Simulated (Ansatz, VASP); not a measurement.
## Two plane-wave programs on NaF

```
Na F
1.0
     0.00000    2.28568    2.28568
     2.28568    0.00000    2.28568
     2.28568    2.28568    0.00000
Na F
1 1
Direct
  0.00000 0.00000 0.00000
  0.50000 0.50000 0.50000
```

Change from the starting cell: hydrostatic strain -0.5%.

Alike in both runs: task single point; functional r2SCAN; k mesh 10 × 10 × 10; no spin polarisation.

|  | VASP | Ansatz |
| --- | --- | --- |
| version | VASP 6.6.1 | Ansatz 0.2.0 |
| potentials or method | VASP PAW PBE potentials, release 64 (Na_pv, F) | plane waves, PAW |
| plane-wave cutoff (eV) | 520 | 500 |
| occupations | gaussian, width 0.01 eV | fixed |
| valence electrons in the cell | 14 | 16 |

VASP gave:

```
gap on the k mesh at the Fermi level (eV) : 7.41
pressure (GPa)                            : 0.0
```

Question: Which values does Ansatz return?

Answer: gap on the k mesh at the Fermi level (eV): 7.37; pressure (GPa): 0.9.

VASP's potentials were made for PBE, not for r2SCAN. VASP's potentials hold 14 valence electrons a cell and Ansatz's 16, so a difference there can come from the potentials and not from the codes.
